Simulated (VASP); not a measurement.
**AlN: single point with LDA**

Crystal: AlN.

```xyz
4
Lattice="3.2128 0.0000 0.0000 -1.6064 2.7823 0.0000 0.0000 0.0000 4.3132" Properties=species:S:1:pos:R:3 pbc="T T T"
Al    0.0000    1.8549    3.2349
Al    1.6064    0.9274    1.0783
N     0.0000    1.8549    1.0783
N     1.6064    0.9274    3.2349
```

This cell differs from its parent crystal: strain -0.030 along x and y, +0.030 along z.

- Program: VASP 6.6.1
- Task: single point
- Functional: LDA
- Potentials or basis: VASP PAW LDA potentials, release 64 (Al, N)
- Cutoff: 600 eV
- k mesh: 9 × 9 × 6
- Occupations: gaussian, width 0.05 eV
- Spin: no spin polarisation
- Dipole correction: no
- Further INCAR settings: ALGO = Normal; EDIFF = 1e-06; NBANDS = 16

- Pressure: 1.4 GPa
- Band gap on the k mesh: 3.40 eV, direct

Stress tensor (GPa, compression positive):
```
 6.00  0.00  0.00
 0.00  6.00  0.00
 0.00  0.00 -7.91
```

Levels at points of the mesh, in eV from the valence-band top:
| k point | band 5 | band 6 | band 7 | band 8 | band 9 | band 10 | band 11 | band 12 |
| --- | --- | --- | --- | --- | --- | --- | --- | --- |
| (0.00, 0.00, 0.00) | -3.37 | -1.97 | -1.97 | 0.00 | 3.40 | 4.65 | 8.42 | 8.42 |
| (0.00, 0.00, 0.50) | -2.70 | -2.70 | -2.70 | -2.70 | 5.68 | 5.68 | 8.67 | 8.67 |

Run time: 41 s on 1 thread of AMD EPYC 7R13 Processor (Zen 3) (shared host), peak memory 0.13 GiB.

Caveat: the cell differs from its parent crystal (strain -0.030 along x and y, +0.030 along z). A k mesh can miss the band edges.
